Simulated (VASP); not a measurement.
# AlCo (m.b) (Pm-3m) in VASP: density of states with PBE

Aim: the density of states of AlCo (m.b) with PBE.

All numbers are computed with VASP 6.6.1; they aren't measurements. Logs are shortened: lines on timing, memory, paths and dates and some standing lists are left out, and cuts for length are marked.

## 1. The cell of the first run

The structure is cubic, space group Pm-3m (No. 221). The conventional cell has a = 2.852 Å, b = 2.852 Å, c = 2.852 Å, α = 90.00°, β = 90.00°, γ = 90.00°. Within 3.3 Å of Co (site symmetry m-3m) lie 8 Al at 2.47 Å and 6 Co at 2.85 Å. Al (site symmetry m-3m) has 8 Co at 2.47 Å and 6 Al at 2.85 Å within 3.3 Å.

## 2. Density of states, PBE

Input file POSCAR:

```
AlCo
1.0
    2.8517131174      0.0000000000      0.0000000000
    0.0000000000      2.8517131174      0.0000000000
    0.0000000000      0.0000000000      2.8517131174
Co Al
1 1
Direct
    0.0000000000      0.0000000000      0.0000000000
    0.5000000000      0.5000000000      0.5000000000
```

Input file INCAR.step1:

```
ALGO     = Normal         # electronic algorithm
EDIFF    = 1E-6           # SCF threshold, eV
ENCUT    = 520            # plane-wave cutoff, eV
GGA      = PE             # functional
GGA_COMPAT= F            
ISIF     = 2              # what is computed and relaxed
ISMEAR   = 0              # smearing method
LASPH    = T              # aspherical terms in the spheres
LCHARG   = T              # write CHGCAR
LMAXMIX  = 4              # l up to which the mixer works
LORBIT   = 11             # projections on sites
LREAL    = F              # projectors in reciprocal space
LWAVE    = F              # write WAVECAR
NBANDS   = 13             # bands
NEDOS    = 2001           # points of the DOS
NELM     = 120            # most SCF steps
PREC     = Accurate       # precision mode
SIGMA    = 0.1            # smearing width, eV
```

Input file KPOINTS.step1:

```
k-points
0
Gamma
  14 14 14
```

Input file INCAR.step2:

```
ALGO     = Normal         # electronic algorithm
EDIFF    = 1E-6           # SCF threshold, eV
ENCUT    = 520            # plane-wave cutoff, eV
GGA      = PE             # functional
GGA_COMPAT= F            
ICHARG   = 11             # starting density
ISIF     = 2              # what is computed and relaxed
ISMEAR   = -5             # smearing method
LASPH    = T              # aspherical terms in the spheres
LCHARG   = F              # write CHGCAR
LMAXMIX  = 4              # l up to which the mixer works
LORBIT   = 10             # projections on sites
LREAL    = F              # projectors in reciprocal space
LWAVE    = F              # write WAVECAR
NBANDS   = 13             # bands
NEDOS    = 2001           # points of the DOS
NELM     = 120            # most SCF steps
PREC     = Accurate       # precision mode
SIGMA    = 0.1            # smearing width, eV
```

Input file KPOINTS.step2:

```
k-points
0
Gamma
  21 21 21
```

Potentials or basis: VASP PAW PBE potentials, release 64 (Co, Al).

On the command line:

```bash
$ cat potpaw_PBE.64/Co/POTCAR potpaw_PBE.64/Al/POTCAR > POTCAR
$ cp INCAR.step1 INCAR
$ cp KPOINTS.step1 KPOINTS
$ mpirun -np 1 vasp_std > vasp.out
$ cp INCAR.step2 INCAR
$ cp KPOINTS.step2 KPOINTS
$ mpirun -np 1 vasp_std > vasp.out
```

OUTCAR:

```text
EDIFF = 1E-6
   ENCUT = 520
   GGA = PE
   ICHARG = 11
   ISIF = 2
   ISMEAR = -5
   LASPH = T
   LORBIT = 10
   LREAL = F
   NELM = 120
   PREC = Accurate

 ion  position               nearest neighbor table
   1  0.000  0.000  0.000-   2 2.47   2 2.47   2 2.47   2 2.47   2 2.47   2 2.47   2 2.47   2 2.47

   2  0.500  0.500  0.500-   1 2.47   1 2.47   1 2.47   1 2.47   1 2.47   1 2.47   1 2.47   1 2.47

  LATTYP: Found a simple cubic cell.
 ALAT       =     2.8517131174

  Lattice vectors:

 A1 = (   2.8517131174,   0.0000000000,   0.0000000000)
 A2 = (   0.0000000000,   2.8517131174,   0.0000000000)
 A3 = (   0.0000000000,   0.0000000000,   2.8517131174)

Analysis of symmetry for initial positions (statically):
=====================================================================
 Subroutine PRICEL returns:
 Original cell was already a primitive cell.

 Routine SETGRP: Setting up the symmetry group for a
 simple cubic supercell.

 Subroutine GETGRP returns: Found 48 space group operations
 (whereof 48 operations were pure point group operations)
 out of a pool of 48 trial point group operations.

The static configuration has the point symmetry O_h .

Analysis of symmetry for dynamics (positions and initial velocities):
=====================================================================
 Subroutine PRICEL returns:
 Original cell was already a primitive cell.

 Routine SETGRP: Setting up the symmetry group for a
 simple cubic supercell.

 Subroutine GETGRP returns: Found 48 space group operations
 (whereof 48 operations were pure point group operations)
 out of a pool of 48 trial point group operations.

The dynamic configuration has the point symmetry O_h .

 Subroutine INISYM returns: Found 48 space group operations
 (whereof 48 operations are pure point group operations),
 and found     1 'primitive' translations

----------------------------------------------------------------------------------------

                                     Primitive cell

  volume of cell :      23.1909

  direct lattice vectors                    reciprocal lattice vectors
     2.851713117  0.000000000  0.000000000     0.350666410  0.000000000  0.000000000
     0.000000000  2.851713117  0.000000000     0.000000000  0.350666410  0.000000000
     0.000000000  0.000000000  2.851713117     0.000000000  0.000000000  0.350666410

  length of vectors
     2.851713117  2.851713117  2.851713117     0.350666410  0.350666410  0.350666410

  position of ions in fractional coordinates (direct lattice)
     0.000000000  0.000000000  0.000000000
     0.500000000  0.500000000  0.500000000

  ion indices of the primitive-cell ions
   primitive index   ion index
                 1           1
                 2           2

----------------------------------------------------------------------------------------

 KPOINTS: k-points

Automatic generation of k-mesh.
 Grid dimensions read from file:
 generate k-points for:   21   21   21

 Generating k-lattice:

  Cartesian coordinates                     Fractional coordinates (reciprocal lattice)
     0.016698400  0.000000000  0.000000000     0.047619048  0.000000000  0.000000000
     0.000000000  0.016698400  0.000000000     0.000000000  0.047619048  0.000000000
     0.000000000  0.000000000  0.016698400     0.000000000  0.000000000  0.047619048

  Length of vectors
     0.016698400  0.016698400  0.016698400

  Shift w.r.t. Gamma in fractional coordinates (k-lattice)
     0.000000000  0.000000000  0.000000000

 TETIRR: Found   4601 inequivalent tetrahedra from    55566

 Subroutine IBZKPT returns following result:
 ===========================================

 Found    286 irreducible k-points:

 Following reciprocal coordinates:
            Coordinates               Weight
  0.000000  0.000000  0.000000      1.000000
  0.047619  0.000000  0.000000      6.000000
  0.095238  0.000000  0.000000      6.000000
  0.142857  0.000000  0.000000      6.000000
  0.190476  0.000000  0.000000      6.000000
  0.238095  0.000000  0.000000      6.000000
[... 16 lines left out ...]
  0.142857  0.095238  0.000000     24.000000
  0.190476  0.095238  0.000000     24.000000
 [... further k-points ...]
   k-points           NKPTS =    286   k-points in BZ     NKDIM =    286   number of bands    NBANDS=     13
   number of dos      NEDOS =   2001   number of ions     NIONS =      2
   total plane-waves  NPLWV =  13824
   dimension x,y,z NGX =    24 NGY =   24 NGZ =   24
   dimension x,y,z NGXF=    48 NGYF=   48 NGZF=   48
   ions per type =               1   1
   NGX,Y,Z   is equivalent  to a cutoff of  13.99, 13.99, 13.99 a.u.
   NGXF,Y,Z  is equivalent  to a cutoff of  27.98, 27.98, 27.98 a.u.
 SYSTEM =  unknown system
   PREC   = accura    normal or accurate (medium, high low for compatibility)
   ISTART =      0    job   : 0-new  1-cont  2-samecut
   ICHARG =     11    charge: 1-file 2-atom 10-const
   ISPIN  =      1    spin polarized calculation?
   LNONCOLLINEAR =      F non collinear calculations
   LSORBIT =      F    spin-orbit coupling
   LASPH  =      T    aspherical Exc in radial PAW
   ENCUT  =  520.0 eV  38.22 Ry    6.18 a.u.   5.30  5.30  5.30*2*pi/ulx,y,z
   NELM   =    120;   NELMIN=  2; NELMDL=  0     # of ELM steps
   EDIFF  = 0.1E-05   stopping-criterion for ELM
   LREAL  =      F    real-space projection
   EDIFFG = 0.1E-04   stopping-criterion for IOM
   NSW    =      0    number of steps for IOM
   IBRION =     -1    ionic relax: 0-MD 1-quasi-New 2-CG
   NFREE  =      0    steps in history (QN), initial steepest desc. (CG)
   ISIF   =      2    stress and relaxation
   ISYM   =      2    0-nonsym 1-usesym 2-fastsym
   POTIM  = 0.5000    time-step for ionic-motion
   TEBEG  =    0.0;   TEEND  =   0.0 temperature during run
   PSTRESS=    0.0 pullay stress
   NELECT =      12.0000    total number of electrons
   NUPDOWN=      -1.0000    fix difference up-down
   EMIN   =  10.00;   EMAX   =-10.00  energy-range for DOS
   EFERMI =   0.00;   METHOD = LEGACY
   ISMEAR =    -5;   SIGMA  =   0.10  broadening in eV -4-tet -1-fermi 0-gaus
   EFERMI_NEDOS =   21; number of points for ismear=-14 and -15
   IALGO  =     38    algorithm
   IMIX   =      4    mixing-type and parameters
     AMIX     =   0.40;   BMIX     =  1.00
     AMIX_MAG =   1.60;   BMIX_MAG =  1.00
  volume/ion in A,a.u.               =      11.60        78.25
  Fermi-wavevector in a.u.,A,eV,Ry     =   1.314305  2.483676 23.502663  1.727397
  Thomas-Fermi vector in A             =   2.444567
   LORBIT       =     10    0 simple, 1 ext, 2 COOP (PROOUT), +10 PAW based schemes
   GGA     = PE    functional components
   LHFCALC =     F    Hartree Fock is set to
   AEXX    =    0.0000 exact exchange contribution
   IVDW    =     0    specifies the selected vdW correction
   LEPSILON=     F    determine dielectric tensor
   LRPA    =     F    only Hartree local field effects (RPA)
 non-spin polarized calculation
 Fermi weights with tetrahedron method with Bloechl corrections
  energy-cutoff  :      520.00
  volume of cell :       23.19
 maximum number of plane-waves:       647
 NGX is ok and might be reduce to    24

 number of electron      11.9999996 magnetization

 Free energy of the ion-electron system (eV)
  ---------------------------------------------------
  ext. energy  EPLUGINS =         0.00000000
  ---------------------------------------------------
  free energy    TOTEN  =       -11.98876552 eV

  energy without entropy =      -11.98876552  energy(sigma->0) =      -11.98876552

 E-fermi :  10.5717     XC(G=0): -12.2564

 val. band max:       10.6124274331   @ k =   0.4762   0.3333   0.3333
 cond. band min:      10.5556357779   @ k =   0.4286   0.4286   0.3333
 fundamental gap:     -0.0567916552
 Fermi energy:        10.5716642325

 k-point     1 :       0.0000    0.0000    0.0000
  band No.  band energies     occupation
      1      -0.5118      2.00000
      2       7.5995      2.00000
      3       7.5995      2.00000
      4       9.7096      2.00000
      5       9.7096      2.00000
      6       9.7096      2.00000
      7      16.5065      0.00000
      8      16.5065      0.00000
      9      16.5065      0.00000
     10      19.2770      0.00000
     11      19.2770      0.00000
     12      25.6684      0.00000
     13      32.1467      0.00000

 k-point     2 :       0.0476    0.0000    0.0000
  band No.  band energies     occupation
      1      -0.4688      2.00000
      2       7.5958      2.00000
      3       7.6115      2.00000
      4       9.6860      2.00000
      5       9.6860      2.00000
      6       9.7120      2.00000
      7      16.0357      0.00000
      8      16.5669      0.00000
      9      16.5669      0.00000
     10      19.2715      0.00000
     11      19.7171      0.00000
     12      25.8066      0.00000
     13      31.5804      0.00000

 k-point     3 :       0.0952    0.0000    0.0000
  band No.  band energies     occupation
      1      -0.3402      2.00000
      2       7.5793      2.00000
      3       7.6467      2.00000
      4       9.6191      2.00000
      5       9.6191      2.00000
      6       9.7191      2.00000
      7      15.0833      0.00000
      8      16.7447      0.00000
      9      16.7447      0.00000
     10      19.2553      0.00000
     11      20.5679      0.00000
     12      26.2340      0.00000
     13      30.4949      0.00000
[... 305 lines left out ...]
 k-point    23 :       0.1429    0.0952    0.0000
  band No.  band energies     occupation
      1       0.0423      2.00000
      2       7.5796      2.00000
      3       7.7002      2.00000
      4       9.4076      2.00000
      5       9.5231      2.00000
      6       9.6504      2.00000
      7      14.1752      0.00000
      8      15.6230      0.00000
      9      17.2621      0.00000
     10      20.0296      0.00000
     11      22.1306      0.00000
     12      27.3458      0.00000
     13      27.6810      0.00000

 k-point    24 :       0.1905    0.0952    0.0000
  band No.  band energies     occupation
      1       0.3366      2.00000
      2       7.4860      2.00000
      3       7.7719      2.00000
      4       9.2784      2.00000
      5       9.4053      2.00000
      6       9.6639      2.00000
      7      13.2180      0.00000
      8      15.9132      0.00000
      9      17.6404      0.00000
     10      20.0752      0.00000
     11      22.9292      0.00000
     12      26.5514      0.00000
     13      28.2972      0.00000

 [... further k-points ...]
[... 5 lines left out ...]
  --------------------------------------------------------------------------------------
  -------------------------------------------------------------------------------------
  Total       -0.1856532     -0.1856532     -0.1856532      0.0000000      0.0000000     -0.0000000
  in kB      -12.8261246    -12.8261246    -12.8261246      0.0000000      0.0000000     -0.0000000
  external PRESSURE =     -12.8261246 kB  Pullay stress =       0.0000000 kB

 VOLUME and BASIS-vectors are now :
 -----------------------------------------------------------------------------
  energy-cutoff  :      520.00
  volume of cell :       23.19
      direct lattice vectors                 reciprocal lattice vectors
     2.851713117  0.000000000  0.000000000     0.350666410  0.000000000  0.000000000
     0.000000000  2.851713117  0.000000000     0.000000000  0.350666410  0.000000000
     0.000000000  0.000000000  2.851713117     0.000000000  0.000000000  0.350666410

 POSITION                                       TOTAL-FORCE (eV/Angst)
 -----------------------------------------------------------------------------------
      0.00000      0.00000      0.00000         0.000000      0.000000      0.000000
      1.42586      1.42586      1.42586         0.000000      0.000000      0.000000
 -----------------------------------------------------------------------------------
    total drift:                               -0.000000     -0.000000      0.000000

  FREE ENERGIE OF THE ION-ELECTRON SYSTEM (eV)
  ---------------------------------------------------
  free  energy   TOTEN  =       -11.9887655180 eV

  energy  without entropy=      -11.9887655180  energy(sigma->0) =      -11.98876552

 total charge

# of ion       s       p       d       tot
------------------------------------------
    1        0.433   0.507   7.504   8.444
    2        0.394   0.427   0.000   0.822
--------------------------------------------------
tot          0.827   0.934   7.504   9.266
```

It took 97 s on 1 thread of Intel Xeon 8259CL, shared host; peak memory 0.21 GiB.

Results:

```
Valence electrons inside the program's atomic spheres : Co 8.44; Al 0.82
```

Caveat: tetrahedron occupations give inexact forces and stress in metals. Spin polarisation is off, so any magnetic state and its effect on volume and gap are missing.
